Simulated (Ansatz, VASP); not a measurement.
# CsI in VASP and in Ansatz

File POSCAR:

```
CsI
1.0
    4.6080831759      0.0000000000      0.0000000000
    0.0000000000      4.6080831759      0.0000000000
    0.0000000000      0.0000000000      4.6080831759
Cs I
1 1
Direct
    0.0000000000      0.0000000000      0.0000000000
    0.5000000000      0.5000000000      0.5000000000
```

The input INCAR.step1:

```
ALGO = Normal
EDIFF = 1E-5
ENCUT = 400
GGA = PE
GGA_COMPAT = F
ISIF = 2
ISMEAR = 0
LASPH = T
LREAL = F
LWAVE = T
NBANDS = 15
NELM = 120
PREC = Accurate
SIGMA = 0.01
```

Contents of INCAR.step2:

```
ALGO = Normal
EDIFF = 1E-6
ENCUT = 400
GGA = PE
GGA_COMPAT = F
HFSCREEN = 0.2079
ISIF = 2
ISMEAR = 0
ISTART = 1
LASPH = T
LCHARG = T
LELF = T
LHFCALC = T
LREAL = F
LVHAR = T
LWAVE = F
NBANDS = 15
NELM = 120
PREC = Accurate
PRECFOCK = Normal
SIGMA = 0.01
```

File KPOINTS:

```
k-points
0
Gamma
  4 4 4
```

Input for Ansatz:

```yaml
crystal:
  lattice:
    - [4.6080831759, 0.0, 0.0]
    - [0.0, 4.6080831759, 0.0]
    - [0.0, 0.0, 4.6080831759]
  atoms:
    - { symbol: Cs, position: [0.0, 0.0, 0.0] }
    - { symbol: I, position: [0.5, 0.5, 0.5] }
kpoints:
  mp_grid: { grid: [4, 4, 4] }
hamiltonian:
  xc: hse06
scf:
  occupations: { method: fixed }
  n_extra_bands: 4
  exx: { q_mesh: [2, 2, 2] }
output:
  forces: true
  stress: true
  eigenvalues: true
```

Alike in both runs: task single point; functional HSE06; k mesh 4 × 4 × 4; no spin polarisation.

|  | VASP | Ansatz |
| --- | --- | --- |
| version | VASP 6.6.1 | Ansatz 0.2.0 |
| potentials or method | VASP PAW PBE potentials, release 64 (Cs_sv, I) | plane waves |
| plane-wave cutoff (eV) | 400 | 420 |
| occupations | gaussian, width 0.01 eV | fixed |
| valence electrons in the cell | 16 | 26 |

Ansatz gave:

- gap on the k mesh at the Fermi level (eV): 4.79
- pressure (GPa): 0.2

Question: Estimate VASP's values.

Answer: gap on the k mesh at the Fermi level (eV): 4.78; pressure (GPa): 0.2.

VASP's potentials hold 16 valence electrons a cell and Ansatz's 26, so a difference there can come from the potentials and not from the codes. Ansatz's warnings: exchange mesh not taken up, stress exchange threshold loose, stress scf threshold loose.

Neither program's run includes spin-orbit coupling.
